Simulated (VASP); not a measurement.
Si2Ge, 3 atoms in the cell. The structure is trigonal, space group P3m1 (No. 156). Conventional cell: a = 3.654 Å, b = 3.654 Å, c = 5.245 Å, α = 90.00°, β = 90.00°, γ = 120.00°. Si (site symmetry 3m) has 3 Si at 2.41 Å and 3 Ge at 2.63 Å within 3.2 Å. Within 3.2 Å of Si (site symmetry 3m) lie 3 Si at 2.41 Å and 2 Ge at 2.51 to 2.74 Å. Within 3.3 Å of Ge (site symmetry 3m) lie 5 Si at 2.51 to 2.74 Å. 

| Quantity | Value |
| --- | --- |
| Program | VASP 6.6.1 |
| Task | single point |
| Functional | PBE |
| Potentials or basis | VASP PAW PBE potentials, release 64 (Si, Ge_d) |
| Cutoff | 500 eV |
| k mesh | 6 × 6 × 4 |
| Occupations | gaussian, width 0.2 eV |
| Spin | no spin polarisation |
| Dipole correction | no |
| Further INCAR settings | ALGO = Normal; EDIFF = 1e-06; NBANDS = 18 |

Potentials or basis: VASP PAW PBE potentials, release 64 (Si, Ge_d).

Command:

```sh
$ cat potpaw_PBE.64/Si/POTCAR potpaw_PBE.64/Ge_d/POTCAR > POTCAR
$ mpirun -np 1 vasp_std > vasp.out
```

Hardware: 1 thread of Intel Xeon 6975P-C, on a shared host.

Question: Estimate the wall time of this run.

Answer: Run time: 22 s on 1 thread of Intel Xeon 6975P-C (shared host), peak memory 0.18 GiB. Counts: scf iterations 12, k points 24.
